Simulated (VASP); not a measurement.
Wanted: the native input for a VASP 6.6.1 run.

```yaml
Task: relaxation of cell and atoms
Functional: PBE
Potentials_or_basis: VASP PAW PBE potentials, release 64 (Nb_sv, Te, Mo_sv)
Cutoff: 600 eV
k_mesh: 6 × 6 × 1
Occupations: gaussian, width 0.1 eV
Spin: no spin polarisation
Dipole_correction: no
Further_INCAR_settings: ALGO = Normal; EDIFF = 1e-06; IBRION = 2; EDIFFG = -0.04; NSW = 90; ISIF = 3
```

The structure of NbTe8Mo3 lies in POSCAR:

```
NbTe8Mo3
1.0
    3.6937142600      0.0000000000      0.0000000000
   -1.8468571300      3.1988503900      0.0000000000
    0.0000000000      0.0000000000     29.3414193700
Nb Te Mo
1 8 3
Direct
    0.6666666700      0.3333333300      0.5000000000
    0.3333333300      0.6666666700      0.9355000000
    0.3333333300      0.6666666700      0.4355000000
    0.6666666700      0.3333333300      0.6855000000
    0.6666666700      0.3333333300      0.1855000000
    0.3333333300      0.6666666700      0.0645000000
    0.3333333300      0.6666666700      0.5645000000
    0.6666666700      0.3333333300      0.8145000000
    0.6666666700      0.3333333300      0.3145000000
    0.3333333300      0.6666666700      0.7500000000
    0.3333333300      0.6666666700      0.2500000000
    0.6666666700      0.3333333300      0.0000000000
```

The input as run:

INCAR

```
SYSTEM = NbTe8Mo3
PREC = Accurate ; ENCUT = 600
EDIFF = 1E-6 ; ISMEAR = 0
SIGMA = 0.1 ; LREAL = .False.
LASPH = .True. ; NELM = 80
ALGO = Normal ; ISIF = 3
LWAVE = .False. ; LCHARG = .False.
GGA = PE ; IBRION = 2
NSW = 90 ; EDIFFG = -0.04
```

KPOINTS

```
regular mesh
0
Gamma
  6 6 1
  0 0 0
```

Potentials or basis: VASP PAW PBE potentials, release 64 (Nb_sv, Te, Mo_sv).

The run is started by

```console
$ cat potpaw_PBE.64/Nb_sv/POTCAR potpaw_PBE.64/Te/POTCAR potpaw_PBE.64/Mo_sv/POTCAR > POTCAR
$ mpirun -np 1 vasp_std > vasp.out
```

It gave:

* Relaxed volume: 27.44 Å³/atom
* Relaxed cell: a = 3.596 Å, b = 3.596 Å, c = 29.393 Å, α = 90.00°, β = 90.00°, γ = 120.00°
* Space group after relaxing (to 0.1 Å): P-6m2 (No. 187)
* Energy gained by relaxing: 70.7 meV/atom
* Ionic steps: 15
* Pressure after relaxing: -0.1 GPa
* Largest force after relaxing: 0.029 eV/Å
* Band gap on the k mesh: zero (an odd number of electrons rules out a gap without spin polarisation)

Caveat: spin-orbit coupling is left out, which moves the levels of the heavy elements; this functional lacks dispersion, which binds the layers, so the pressure and a relaxed spacing across them are unreliable.

Wall time 40 min on 1 thread of AMD EPYC 9R45 96-Core Processor (Zen 5), on a shared host, peak memory 0.63 GiB.
